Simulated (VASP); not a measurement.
# Al23N24 (a cell with a defect) in VASP: single point with PBE

Aim: the single point of Al23N24 (a cell with a defect) with PBE.

Everything below comes from runs of VASP 6.6.1. Logs are shortened: lines on timing, memory, paths and dates and some standing lists are left out, and cuts for length are marked.

**1. The cell of the first run**

The cell holds a defect, 47 atoms: a = 8.023 Å, b = 8.023 Å, c = 8.023 Å, α = 85.02°, β = 85.02°, γ = 85.02°.

**2. Single point, PBE**

INCAR reads:

```
SYSTEM = Al23N24
  PREC = Accurate
  ENCUT = 520
  EDIFF = 1E-7
  ISMEAR = 0
  SIGMA = 0.01
  LREAL = Auto
  LASPH = .True.
  NELM = 80
  ALGO = Normal
  ISIF = 2
  LWAVE = .False.
  LCHARG = .False.
  GGA = PE
  NELECT = 190.0
  NBANDS = 124
```

KPOINTS reads:

```
Automatic mesh
0
Gamma
  2 2 2
  0.5 0.5 0.5
```

POSCAR reads:

```
Al23N24
1.0
    3.1302084199     -5.4216800216      5.0180433219
    3.1302084199      5.4216800216      5.0180433219
   -6.2604168399      0.0000000000      5.0180433219
Al N
23 24
Direct
    0.9962723133      0.6629389799      0.8296056466
    0.3347086278      0.5004756334      0.6654241775
    0.8338089667      0.4987575108      0.1680419611
    0.1673691029      0.3314521295      0.9984662126
    0.4992182444      0.6669547942      0.3335671568
    0.8320908442      1.0013752945      0.6671423001
    0.1651328792      0.8340357696      0.4981187962
    0.5002338235      0.1658849111      0.8336214608
    0.6647854628      0.8317995459      1.0007024363
    1.0002881275      0.1669004901      0.3325515777
    0.3339267364      1.0005934031      0.1672600697
    0.6642818466      0.4977737749      0.8343173528
    0.9991980476      0.8334456104      0.1649327522
    0.3315994188      0.6658647143      1.0001122770
    0.8311071083      0.6676506861      0.4976151800
    0.1665674106      0.4996245880      0.3329438295
    0.4996104961      0.8332340772      0.6662912546
    0.8329579213      0.1662771628      0.9999007439
    0.1667789437      0.9982660855      0.8325313809
    0.5015313930      0.3341261752      0.1694869212
    0.6674595085      1.0028202545      0.3348647264
    1.0009840194      0.3309485133      0.6644404416
    0.3361535879      0.1681980597      0.5007928418
    0.8108798951      0.4775465618      0.6442132285
    0.1249091757      0.7915758424      0.9582425091
    0.4596514835      0.6279286086      0.7944140575
    0.9612619420      0.6277473908      0.2929848168
    0.2923558836      0.4591494783      0.1263008414
    0.6247286450      0.7945893502      0.4600241763
    0.9610807241      0.1263181501      0.7945952753
    0.2929675081      0.9590225503      0.6258161450
    0.6266908430      0.2913953116      0.9612560168
    0.7924828116      0.9596341748      0.1256892170
    0.1279226835      0.2933575097      0.4580619783
    0.4607279295      0.1273945962      0.2940612628
    0.4392500128      0.2902496659      0.6423431588
    0.7925534307      0.6272819936      0.9611127136
    0.1277793803      0.4592200974      0.7939486603
    0.6235829992      0.4756764921      0.2725833461
    0.9611407523      0.2932219551      0.1257460413
    0.2924127080      0.6278074190      0.4598886218
    0.6265552885      0.9590793747      0.7944740856
    0.9606153269      0.7944460469      0.6258867641
    0.2928220828      0.1240999647      0.9620424645
    0.4574332980      0.7953757979      0.1261554161
    0.8090098255      0.1059166795      0.4569163326
    0.1287091312      0.9594887494      0.2907666313
```

Potentials or basis: VASP PAW PBE potentials, release 64 (Al, N).

Command:

```sh
> cat potpaw_PBE.64/Al/POTCAR potpaw_PBE.64/N/POTCAR > POTCAR
> mpirun -np 1 vasp_std > vasp.out
```

OUTCAR:

```text
SYSTEM = Al23N24
   PREC = Accurate
   ENCUT = 520
   EDIFF = 1E-7
   ISMEAR = 0
   LREAL = Auto
   LASPH = .True.
   NELM = 80
   ISIF = 2
   GGA = PE
   NELECT = 190.0

 ion  position               nearest neighbor table
   1  0.996  0.663  0.830-  38 1.90  43 1.90  37 1.90  25 1.94  15 3.07  22 3.07  12 3.07  14 3.12
                            19 3.12  13 3.12   4 3.14   7 3.14   9 3.14   2 3.14   3 3.14   6 3.14
   2  0.335  0.500  0.665-  36 1.83  41 1.90  26 1.91  38 1.92  12 3.07  23 3.07  17 3.08  16 3.09
                            14 3.09  22 3.11   5 3.11   4 3.14   8 3.14   1 3.14   7 3.14
   3  0.834  0.499  0.168-  39 1.83  40 1.90  27 1.91  37 1.92  15 3.07  20 3.07  16 3.08  18 3.09
                            13 3.09  12 3.11  10 3.11   9 3.14   5 3.14   1 3.14   4 3.14
   4  0.167  0.331  0.998-  38 1.89  44 1.90  40 1.90  28 1.91  19 3.09  14 3.09  18 3.09  22 3.10
                            16 3.11   8 3.12  20 3.12  11 3.12  10 3.13   2 3.14   1 3.14   3 3.14
   5  0.499  0.667  0.334-  39 1.84  41 1.90  29 1.90  45 1.92  15 3.07  20 3.08  17 3.09  16 3.09
                            14 3.10   2 3.11  21 3.12   9 3.12  11 3.13   7 3.13   3 3.14
   6  0.832  0.001  0.667-  46 1.83  42 1.90  30 1.91  43 1.92  22 3.07  21 3.07  18 3.08  17 3.09
                            19 3.09  15 3.11   8 3.11   7 3.14  10 3.14   1 3.14   9 3.14
   7  0.165  0.834  0.498-  43 1.89  47 1.90  41 1.90  31 1.91  13 3.09  19 3.09  16 3.09  15 3.10
                            17 3.11  10 3.12  23 3.12  11 3.12   5 3.13   6 3.14   1 3.14   2 3.14
   8  0.500  0.166  0.834-  36 1.84  42 1.90  32 1.90  44 1.92  12 3.07  23 3.08  18 3.09  17 3.09
                            19 3.10   6 3.11  20 3.12   4 3.12  11 3.13   9 3.13   2 3.14
   9  0.665  0.832  0.001-  37 1.89  45 1.90  42 1.90  33 1.91  14 3.09  13 3.09  17 3.09  12 3.10
[... 39 lines left out ...]
  34  0.128  0.293  0.458-  16 1.89  22 1.90  10 1.90  23 1.91
  35  0.461  0.127  0.294-  20 1.90  23 1.90  21 1.90  11 1.91
  36  0.439  0.290  0.642-   2 1.83   8 1.84  23 1.85
  37  0.793  0.627  0.961-   9 1.89   1 1.90   3 1.92  12 1.93
  38  0.128  0.459  0.794-   4 1.89   1 1.90   2 1.92  22 1.93
  39  0.624  0.476  0.273-   3 1.83   5 1.84  20 1.85
  40  0.961  0.293  0.126-   4 1.90  10 1.90   3 1.90  18 1.91
  41  0.292  0.628  0.460-   7 1.90   5 1.90   2 1.90  16 1.91
  42  0.627  0.959  0.794-   9 1.90   8 1.90   6 1.90  17 1.91
  43  0.961  0.794  0.626-   7 1.89   1 1.90   6 1.92  15 1.93
  44  0.293  0.124  0.962-  11 1.89   4 1.90  19 1.91   8 1.92
  45  0.457  0.795  0.126-  11 1.89   9 1.90  14 1.91   5 1.92
  46  0.809  0.106  0.457-   6 1.83  10 1.84  21 1.85
  47  0.129  0.959  0.291-  11 1.89   7 1.90  13 1.91  10 1.92

  LATTYP: Found a trigonal (rhomboedric) cell.
 ALAT       =     8.0233146385
 COS(alpha) =     0.0867490897

  Lattice vectors:

 A1 = (   3.1302084199,  -5.4216800216,   5.0180433219)
 A2 = (   3.1302084199,   5.4216800216,   5.0180433219)
 A3 = (  -6.2604168399,   0.0000000000,   5.0180433219)

Analysis of symmetry for initial positions (statically):
=====================================================================
 Subroutine PRICEL returns:
 Original cell was already a primitive cell.

 Routine SETGRP: Setting up the symmetry group for a
 trigonal (rhombohedral) supercell.

 Subroutine GETGRP returns: Found  3 space group operations
 (whereof  1 operations were pure point group operations)
 out of a pool of 12 trial point group operations.

The static configuration has the point symmetry C_1 .
 The point group associated with its full space group is C_3 .

Analysis of symmetry for dynamics (positions and initial velocities):
=====================================================================
 Subroutine PRICEL returns:
 Original cell was already a primitive cell.

 Routine SETGRP: Setting up the symmetry group for a
 trigonal (rhombohedral) supercell.

 Subroutine GETGRP returns: Found  3 space group operations
 (whereof  1 operations were pure point group operations)
 out of a pool of 12 trial point group operations.

The dynamic configuration has the point symmetry C_1 .
 The point group associated with its full space group is C_3 .

 Subroutine INISYM returns: Found  3 space group operations
 (whereof  1 operations are pure point group operations),
 and found     1 'primitive' translations

----------------------------------------------------------------------------------------

                                     Primitive cell

  volume of cell :     510.9669

  direct lattice vectors                    reciprocal lattice vectors
     3.130208420 -5.421680022  5.018043322     0.053244591 -0.092222337  0.066426954
     3.130208420  5.421680022  5.018043322     0.053244591  0.092222337  0.066426954
[... 116 lines left out ...]
     0.026622295  0.046111168  0.033213477    -0.000000000  0.500000000  0.000000000
    -0.053244591  0.000000000  0.033213477     0.000000000  0.000000000  0.500000000

  Length of vectors
     0.062754454  0.062754454  0.062754454

  Shift w.r.t. Gamma in fractional coordinates (k-lattice)
     0.500000000  0.500000000  0.500000000

 Subroutine IBZKPT returns following result:
 ===========================================

 Found      2 irreducible k-points:

 Following reciprocal coordinates:
            Coordinates               Weight
  0.250000  0.250000  0.250000      2.000000
 -0.250000  0.250000  0.250000      6.000000
   k-points           NKPTS =      2   k-points in BZ     NKDIM =      2   number of bands    NBANDS=    124
   number of dos      NEDOS =    301   number of ions     NIONS =     47
   total plane-waves  NPLWV = 216000
   dimension x,y,z NGX =    60 NGY =   60 NGZ =   60
   dimension x,y,z NGXF=   120 NGYF=  120 NGZF=  120
   ions per type =              23  24
   NGX,Y,Z   is equivalent  to a cutoff of  12.43, 12.43, 12.43 a.u.
   NGXF,Y,Z  is equivalent  to a cutoff of  24.86, 24.86, 24.86 a.u.
 SYSTEM =  Al23N24
   PREC   = accura    normal or accurate (medium, high low for compatibility)
   ISTART =      0    job   : 0-new  1-cont  2-samecut
   ICHARG =      2    charge: 1-file 2-atom 10-const
   ISPIN  =      1    spin polarized calculation?
   LNONCOLLINEAR =      F non collinear calculations
   LSORBIT =      F    spin-orbit coupling
   LASPH  =      T    aspherical Exc in radial PAW
   ENCUT  =  520.0 eV  38.22 Ry    6.18 a.u.  14.92 14.92 14.92*2*pi/ulx,y,z
   NELM   =     80;   NELMIN=  2; NELMDL= -5     # of ELM steps
   EDIFF  = 0.1E-06   stopping-criterion for ELM
   LREAL  =      T    real-space projection
   EDIFFG = 0.1E-05   stopping-criterion for IOM
   NSW    =      0    number of steps for IOM
   IBRION =     -1    ionic relax: 0-MD 1-quasi-New 2-CG
   NFREE  =      0    steps in history (QN), initial steepest desc. (CG)
   ISIF   =      2    stress and relaxation
   ISYM   =      2    0-nonsym 1-usesym 2-fastsym
   POTIM  = 0.5000    time-step for ionic-motion
   TEBEG  =    0.0;   TEEND  =   0.0 temperature during run
   PSTRESS=    0.0 pullay stress
   NELECT =     190.0000    total number of electrons
   NUPDOWN=      -1.0000    fix difference up-down
   EMIN   =  10.00;   EMAX   =-10.00  energy-range for DOS
   EFERMI =   0.00;   METHOD = LEGACY
   ISMEAR =     0;   SIGMA  =   0.01  broadening in eV -4-tet -1-fermi 0-gaus
   EFERMI_NEDOS =   21; number of points for ismear=-14 and -15
   IALGO  =     38    algorithm
   IMIX   =      4    mixing-type and parameters
     AMIX     =   0.40;   BMIX     =  1.00
     AMIX_MAG =   1.60;   BMIX_MAG =  1.00
  volume/ion in A,a.u.               =      10.87        73.37
  Fermi-wavevector in a.u.,A,eV,Ry     =   1.177231  2.224644 18.855951  1.385873
  Thomas-Fermi vector in A             =   2.313581
   LORBIT       =      0    0 simple, 1 ext, 2 COOP (PROOUT), +10 PAW based schemes
   GGA     = PE    functional components
   LHFCALC =     F    Hartree Fock is set to
   AEXX    =    0.0000 exact exchange contribution
   IVDW    =     0    specifies the selected vdW correction
   LEPSILON=     F    determine dielectric tensor
   LRPA    =     F    only Hartree local field effects (RPA)
 non-spin polarized calculation
 Gauss-broadening in eV      SIGMA  =   0.01
  energy-cutoff  :      520.00
  volume of cell :      510.97
 maximum number of plane-waves:     13777
   NGX = 29   NGY = 29   NGZ = 29

 number of electron     189.9999977 magnetization

 Free energy of the ion-electron system (eV)
  ---------------------------------------------------
  ext. energy  EPLUGINS =         0.00000000
  ---------------------------------------------------
  free energy    TOTEN  =      -337.86380083 eV

  energy without entropy =     -337.86097826  energy(sigma->0) =     -337.86238955

 E-fermi :   6.0598     XC(G=0): -10.7064

 val. band max:        6.0588798229   @ k =   0.2500   0.2500   0.2500
 cond. band min:       6.0605964543   @ k =   0.2500   0.2500   0.2500
 fundamental gap:      0.0017166314
 Fermi energy:         6.0597542211

 k-point     1 :       0.2500    0.2500    0.2500
  band No.  band energies     occupation
      1      -9.2998      2.00000
      2      -8.6185      2.00000
      3      -8.5760      2.00000
      4      -8.4826      2.00000
      5      -8.1273      2.00000
      6      -8.0878      2.00000
[... 99 lines left out ...]
    106      12.1442      0.00000
    107      12.1749      0.00000

 k-point     2 :      -0.2500    0.2500    0.2500
  band No.  band energies     occupation
      1      -9.2525      2.00000
      2      -8.7106      2.00000
      3      -8.6363      2.00000
      4      -8.5190      2.00000
      5      -8.1870      2.00000
      6      -8.0435      2.00000
[... 99 lines left out ...]
    106      11.7481      0.00000
    107      11.8124      0.00000
 [bands above 107 left out]

------------------------ aborting loop because EDIFF is reached ----------------------------------------

  FORCE on cell =-STRESS in cart. coord.  units (eV):
  Direction    XX          YY          ZZ          XY          YZ          ZX
  --------------------------------------------------------------------------------------
  -------------------------------------------------------------------------------------
  Total       14.1989788     14.1989788     11.6815364     -0.0000000      0.0000000     -0.0000000
  in kB       44.5220238     44.5220238     36.6283837     -0.0000000      0.0000000     -0.0000000
  external PRESSURE =      41.8908104 kB  Pullay stress =       0.0000000 kB

 VOLUME and BASIS-vectors are now :
 -----------------------------------------------------------------------------
  energy-cutoff  :      520.00
  volume of cell :      510.97
      direct lattice vectors                 reciprocal lattice vectors
     3.130208420 -5.421680022  5.018043322     0.053244591 -0.092222337  0.066426954
     3.130208420  5.421680022  5.018043322     0.053244591  0.092222337  0.066426954
    -6.260416840  0.000000000  5.018043322    -0.106489182  0.000000000  0.066426954

 POSITION                                       TOTAL-FORCE (eV/Angst)
 -----------------------------------------------------------------------------------
     -0.00000     -1.80723     12.48899        -0.000000      0.000000      0.003880
     -1.55153      0.89874      7.53012         0.004380      0.006849      0.001261
      3.11920     -1.81654      7.53012         0.003741     -0.007218      0.001261
     -4.68940      0.88961      7.51345         0.001179     -0.001018      0.002603
      1.56210      0.90941      7.52576         0.001004      0.003788     -0.000019
     -1.56767     -4.50387      7.53012        -0.008121      0.000369      0.001261
[... 39 lines left out ...]
      0.00342     -3.81195      6.88397         0.000826     -0.005628     -0.005607
      1.58597      4.50422      6.91970        -0.000801      0.001630      0.001812
 -----------------------------------------------------------------------------------
    total drift:                               -0.000004      0.000002      0.018684

  FREE ENERGIE OF THE ION-ELECTRON SYSTEM (eV)
  ---------------------------------------------------
  free  energy   TOTEN  =      -337.8638008275 eV

  energy  without entropy=     -337.8609782646  energy(sigma->0) =     -337.86238955
```

Run time: 5.4 min. Hardware: 1 thread of Intel Xeon 6975P-C, shared host; peak memory 0.5 GiB.

Results:

- Free energy: -337.8638 eV
- Largest force: 0.013 eV/Å

Forces in eV/Å, atoms in the order of the input:
```
Al   0.000  0.000  0.004
Al   0.004  0.007  0.001
Al   0.004 -0.007  0.001
Al   0.001 -0.001  0.003
Al   0.001  0.004  0.000
Al  -0.008  0.000  0.001
Al   0.000  0.002  0.003
Al  -0.004 -0.001  0.000
Al  -0.001 -0.001  0.003
Al   0.003 -0.003  0.000
Al   0.000  0.000 -0.007
Al  -0.004  0.003  0.001
Al   0.002 -0.004  0.000
Al   0.002  0.004  0.000
Al   0.005  0.002  0.001
Al   0.000  0.000 -0.001
Al   0.000  0.000 -0.001
Al   0.000  0.000 -0.001
Al  -0.004  0.000  0.000
Al  -0.002 -0.001 -0.012
Al   0.001  0.002 -0.012
Al   0.000 -0.005  0.001
Al   0.002 -0.002 -0.012
N    0.000  0.000  0.003
N    0.000  0.000  0.008
N   -0.001  0.000 -0.002
N    0.001  0.000 -0.002
N   -0.002  0.000  0.002
N    0.003  0.000  0.001
N    0.000 -0.001 -0.002
N    0.001 -0.002  0.002
N   -0.002  0.003  0.001
N    0.001  0.002  0.002
N   -0.002 -0.003  0.001
N    0.000  0.000  0.001
N   -0.005  0.002 -0.006
N    0.003  0.000  0.001
N   -0.002  0.003  0.001
N    0.004  0.004 -0.006
N    0.000  0.002  0.005
N   -0.002  0.000  0.005
N    0.001 -0.001  0.005
N   -0.002 -0.003  0.001
N    0.002  0.000  0.002
N   -0.001 -0.002  0.002
N    0.001 -0.006 -0.006
N   -0.001  0.002  0.002
```

Caveat: the k points lie up to 0.39 Å⁻¹ apart; the cell carries a net charge on a neutralising background, which shifts energy and pressure; the cell is charged against a uniform background, so pressure and absolute levels hang on convention.
